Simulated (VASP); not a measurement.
# Sb (Pm-3m) in VASP: single point with PBE

Aim: the single point of Sb with PBE.

All numbers are computed with VASP 6.6.1; they aren't measurements. Logs are shortened: lines on timing, memory, paths and dates and some standing lists are left out, and cuts for length are marked.

## Step 1: The cell of the first run

The structure is cubic, space group Pm-3m (No. 221). The conventional cell has a = 3.222 Å, b = 3.222 Å, c = 3.222 Å, α = 90.00°, β = 90.00°, γ = 90.00°. Within 4.2 Å of Sb (site symmetry m-3m) lie 6 Sb at 3.22 Å.

## Step 2: Single point, PBE (volume scaled by 1.06)

INCAR reads:

```
SYSTEM = Sb
ALGO     = Normal         ! electronic algorithm
EDIFF    = 1E-6           ! SCF threshold, eV
ENCUT    = 500            ! plane-wave cutoff, eV
GGA      = PE             ! functional
GGA_COMPAT= .FALSE.      
ISIF     = 2              ! what is computed and relaxed
ISMEAR   = -1             ! smearing method
LASPH    = .TRUE.         ! aspherical terms in the spheres
LCHARG   = .TRUE.         ! write CHGCAR
LELF     = .TRUE.         ! ELF
LREAL    = .FALSE.        ! projectors in reciprocal space
LVHAR    = .TRUE.       
LWAVE    = .FALSE.        ! write WAVECAR
NBANDS   = 8              ! bands
NELM     = 120            ! most SCF steps
PREC     = Accurate       ! precision mode
SIGMA    = 0.08           ! smearing width, eV
```

KPOINTS reads:

```
k-points
0
G
  12 12 12
  0 0 0
```

POSCAR reads:

```
Sb
1.0
    3.2219765188      0.0000000000      0.0000000000
    0.0000000000      3.2219765188      0.0000000000
    0.0000000000      0.0000000000      3.2219765188
Sb
1
Direct
    0.0000000000      0.0000000000      0.0000000000
```

Potentials or basis: VASP PAW PBE potentials, release 64 (Sb).

The run is started by

```bash
> cat potpaw_PBE.64/Sb/POTCAR > POTCAR
> mpirun -np 1 vasp_std > vasp.out
```

OUTCAR:

```text
SYSTEM = Sb
   EDIFF = 1E-6
   ENCUT = 500
   GGA = PE
   ISIF = 2
   ISMEAR = -1
   LASPH = .TRUE.
   LREAL = .FALSE.
   NELM = 120
   PREC = Accurate

 ion  position               nearest neighbor table
   1  0.000  0.000  0.000-

  LATTYP: Found a simple cubic cell.
 ALAT       =     3.2219765188

  Lattice vectors:

 A1 = (   3.2219765188,   0.0000000000,   0.0000000000)
 A2 = (   0.0000000000,   3.2219765188,   0.0000000000)
 A3 = (   0.0000000000,   0.0000000000,   3.2219765188)

Analysis of symmetry for initial positions (statically):
=====================================================================
 Subroutine PRICEL returns:
 Original cell was already a primitive cell.

 Routine SETGRP: Setting up the symmetry group for a
 simple cubic supercell.

 Subroutine GETGRP returns: Found 48 space group operations
 (whereof 48 operations were pure point group operations)
 out of a pool of 48 trial point group operations.

The static configuration has the point symmetry O_h .

Analysis of symmetry for dynamics (positions and initial velocities):
=====================================================================
 Subroutine PRICEL returns:
 Original cell was already a primitive cell.

 Routine SETGRP: Setting up the symmetry group for a
 simple cubic supercell.

 Subroutine GETGRP returns: Found 48 space group operations
 (whereof 48 operations were pure point group operations)
 out of a pool of 48 trial point group operations.

The dynamic configuration has the point symmetry O_h .

 Subroutine INISYM returns: Found 48 space group operations
 (whereof 48 operations are pure point group operations),
 and found     1 'primitive' translations

----------------------------------------------------------------------------------------

                                     Primitive cell

  volume of cell :      33.4478

  direct lattice vectors                    reciprocal lattice vectors
     3.221976519  0.000000000  0.000000000     0.310368494  0.000000000  0.000000000
     0.000000000  3.221976519  0.000000000     0.000000000  0.310368494  0.000000000
     0.000000000  0.000000000  3.221976519     0.000000000  0.000000000  0.310368494

  length of vectors
     3.221976519  3.221976519  3.221976519     0.310368494  0.310368494  0.310368494

  position of ions in fractional coordinates (direct lattice)
     0.000000000  0.000000000  0.000000000

  ion indices of the primitive-cell ions
   primitive index   ion index
                 1           1

----------------------------------------------------------------------------------------

 KPOINTS: k-points

Automatic generation of k-mesh.
 Grid dimensions read from file:
 generate k-points for:   12   12   12

 Generating k-lattice:

  Cartesian coordinates                     Fractional coordinates (reciprocal lattice)
     0.025864041  0.000000000  0.000000000     0.083333333  0.000000000  0.000000000
     0.000000000  0.025864041  0.000000000     0.000000000  0.083333333  0.000000000
     0.000000000  0.000000000  0.025864041     0.000000000  0.000000000  0.083333333

  Length of vectors
     0.025864041  0.025864041  0.025864041

  Shift w.r.t. Gamma in fractional coordinates (k-lattice)
     0.000000000  0.000000000  0.000000000

 Subroutine IBZKPT returns following result:
 ===========================================

 Found     84 irreducible k-points:

 Following reciprocal coordinates:
            Coordinates               Weight
  0.000000  0.000000  0.000000      1.000000
  0.083333  0.000000  0.000000      6.000000
  0.166667  0.000000  0.000000      6.000000
  0.250000  0.000000  0.000000      6.000000
  0.333333  0.000000  0.000000      6.000000
  0.416667  0.000000  0.000000      6.000000
[... 16 lines left out ...]
  0.333333  0.333333  0.000000     12.000000
  0.416667  0.333333  0.000000     24.000000
 [... further k-points ...]
   k-points           NKPTS =     84   k-points in BZ     NKDIM =     84   number of bands    NBANDS=      8
   number of dos      NEDOS =    301   number of ions     NIONS =      1
   total plane-waves  NPLWV =  13824
   dimension x,y,z NGX =    24 NGY =   24 NGZ =   24
   dimension x,y,z NGXF=    48 NGYF=   48 NGZF=   48
   ions per type =               1
   NGX,Y,Z   is equivalent  to a cutoff of  12.38, 12.38, 12.38 a.u.
   NGXF,Y,Z  is equivalent  to a cutoff of  24.77, 24.77, 24.77 a.u.
 SYSTEM =  Sb
   PREC   = accura    normal or accurate (medium, high low for compatibility)
   ISTART =      0    job   : 0-new  1-cont  2-samecut
   ICHARG =      2    charge: 1-file 2-atom 10-const
   ISPIN  =      1    spin polarized calculation?
   LNONCOLLINEAR =      F non collinear calculations
   LSORBIT =      F    spin-orbit coupling
   LASPH  =      T    aspherical Exc in radial PAW
   ENCUT  =  500.0 eV  36.75 Ry    6.06 a.u.   5.87  5.87  5.87*2*pi/ulx,y,z
   NELM   =    120;   NELMIN=  2; NELMDL= -5     # of ELM steps
   EDIFF  = 0.1E-05   stopping-criterion for ELM
   LREAL  =      F    real-space projection
   EDIFFG = 0.1E-04   stopping-criterion for IOM
   NSW    =      0    number of steps for IOM
   IBRION =     -1    ionic relax: 0-MD 1-quasi-New 2-CG
   NFREE  =      0    steps in history (QN), initial steepest desc. (CG)
   ISIF   =      2    stress and relaxation
   ISYM   =      2    0-nonsym 1-usesym 2-fastsym
   POTIM  = 0.5000    time-step for ionic-motion
   TEBEG  =    0.0;   TEEND  =   0.0 temperature during run
   PSTRESS=    0.0 pullay stress
   NELECT =       5.0000    total number of electrons
   NUPDOWN=      -1.0000    fix difference up-down
   EMIN   =  10.00;   EMAX   =-10.00  energy-range for DOS
   EFERMI =   0.00;   METHOD = LEGACY
   ISMEAR =    -1;   SIGMA  =   0.08  broadening in eV -4-tet -1-fermi 0-gaus
   EFERMI_NEDOS =   21; number of points for ismear=-14 and -15
   IALGO  =     38    algorithm
   IMIX   =      4    mixing-type and parameters
     AMIX     =   0.40;   BMIX     =  1.00
     AMIX_MAG =   1.60;   BMIX_MAG =  1.00
  volume/ion in A,a.u.               =      33.45       225.72
  Fermi-wavevector in a.u.,A,eV,Ry     =   0.868845  1.641880 10.270932  0.754892
  Thomas-Fermi vector in A             =   1.987582
   LORBIT       =      0    0 simple, 1 ext, 2 COOP (PROOUT), +10 PAW based schemes
   GGA     = PE    functional components
   LHFCALC =     F    Hartree Fock is set to
   AEXX    =    0.0000 exact exchange contribution
   IVDW    =     0    specifies the selected vdW correction
   LEPSILON=     F    determine dielectric tensor
   LRPA    =     F    only Hartree local field effects (RPA)
 non-spin polarized calculation
  energy-cutoff  :      500.00
  volume of cell :       33.45
 maximum number of plane-waves:       876
 NGX is ok and might be reduce to    24
   NGX = 11   NGY = 11   NGZ = 11

 number of electron       5.0000000 magnetization

 Free energy of the ion-electron system (eV)
  ---------------------------------------------------
  ext. energy  EPLUGINS =         0.00000000
  ---------------------------------------------------
  free energy    TOTEN  =        -4.03488009 eV

  energy without entropy =       -4.01875986  energy(sigma->0) =       -4.02681998

 E-fermi :   5.8238     XC(G=0):  -9.1428

 val. band max:        5.8194080211   @ k =   0.4167   0.2500   0.0833
 cond. band min:       5.8682942750   @ k =   0.1667   0.0000   0.0000
 fundamental gap:      0.0488862539
 Fermi energy:         5.8237924518

 k-point     1 :       0.0000    0.0000    0.0000
  band No.  band energies     occupation
      1      -5.7945      2.00000
      2       8.7454      0.00000
      3       8.7454      0.00000
      4       8.7454      0.00000
      5      12.5886      0.00000
      6      12.5886      0.00000
      7      13.3571      0.00000
      8      22.7495      0.00000

 k-point     2 :       0.0833    0.0000    0.0000
  band No.  band energies     occupation
      1      -5.7058      2.00000
      2       7.6947      0.00000
      3       8.8299      0.00000
      4       8.8299      0.00000
      5      12.6637      0.00000
      6      13.0667      0.00000
      7      14.1522      0.00000
      8      21.8684      0.00000

 k-point     3 :       0.1667    0.0000    0.0000
  band No.  band energies     occupation
      1      -5.4446      2.00000
      2       5.8683      0.72882
      3       9.0738      0.00000
      4       9.0738      0.00000
      5      12.8868      0.00000
      6      13.4012      0.00000
      7      16.2871      0.00000
      8      20.4811      0.00000

 k-point     4 :       0.2500    0.0000    0.0000
  band No.  band energies     occupation
      1      -5.0290      2.00000
      2       4.0753      2.00000
      3       9.4446      0.00000
      4       9.4446      0.00000
      5      13.2481      0.00000
      6      13.8408      0.00000
      7      18.4801      0.00000
      8      19.1368      0.00000

 k-point     5 :       0.3333    0.0000    0.0000
  band No.  band energies     occupation
      1      -4.5074      2.00000
      2       2.5240      2.00000
      3       9.8757      0.00000
      4       9.8757      0.00000
      5      13.7196      0.00000
      6      14.4480      0.00000
      7      17.9837      0.00000
      8      17.9837      0.00000
[... 177 lines left out ...]
 k-point    22 :       0.5000    0.2500    0.0000
  band No.  band energies     occupation
      1      -2.9901      2.00000
      2       1.6617      2.00000
      3       5.9285      0.42538
      4      11.0814      0.00000
      5      11.1011      0.00000
      6      15.9532      0.00000
      7      17.4302      0.00000
      8      17.4952      0.00000

 k-point    23 :       0.3333    0.3333    0.0000
  band No.  band energies     occupation
      1      -3.2058      2.00000
      2       3.6058      2.00000
      3       3.8562      2.00000
      4      11.0058      0.00000
      5      11.0481      0.00000
      6      15.4445      0.00000
      7      18.8652      0.00000
      8      19.1459      0.00000

 k-point    24 :       0.4167    0.3333    0.0000
  band No.  band energies     occupation
      1      -2.6890      2.00000
      2       2.5739      2.00000
      3       4.1724      2.00000
      4      10.0696      0.00000
      5      11.3749      0.00000
      6      16.0861      0.00000
      7      18.2188      0.00000
      8      18.5296      0.00000

 [... further k-points ...]
[... 5 lines left out ...]
  --------------------------------------------------------------------------------------
  -------------------------------------------------------------------------------------
  Total       -0.9291686     -0.9291686     -0.9291686     -0.0000000      0.0000000     -0.0000000
  in kB      -44.5079907    -44.5079907    -44.5079907     -0.0000000      0.0000000     -0.0000000
  external PRESSURE =     -44.5079907 kB  Pullay stress =       0.0000000 kB

 VOLUME and BASIS-vectors are now :
 -----------------------------------------------------------------------------
  energy-cutoff  :      500.00
  volume of cell :       33.45
      direct lattice vectors                 reciprocal lattice vectors
     3.221976519  0.000000000  0.000000000     0.310368494  0.000000000  0.000000000
     0.000000000  3.221976519  0.000000000     0.000000000  0.310368494  0.000000000
     0.000000000  0.000000000  3.221976519     0.000000000  0.000000000  0.310368494

 POSITION                                       TOTAL-FORCE (eV/Angst)
 -----------------------------------------------------------------------------------
      0.00000      0.00000      0.00000         0.000000      0.000000      0.000000
 -----------------------------------------------------------------------------------
    total drift:                                0.000000     -0.000000      0.000000

  FREE ENERGIE OF THE ION-ELECTRON SYSTEM (eV)
  ---------------------------------------------------
  free  energy   TOTEN  =        -4.0348800884 eV

  energy  without entropy=       -4.0187598644  energy(sigma->0) =       -4.02681998
```

It took 8.4 s on 1 thread of AMD EPYC 9R45 (Zen 5), shared host; peak memory 0.11 GiB.

Results:

- Free energy: -4.0349 eV
- Pressure: -4.5 GPa

Caveat: spin-orbit coupling is left out, which moves the levels of the heavy elements.
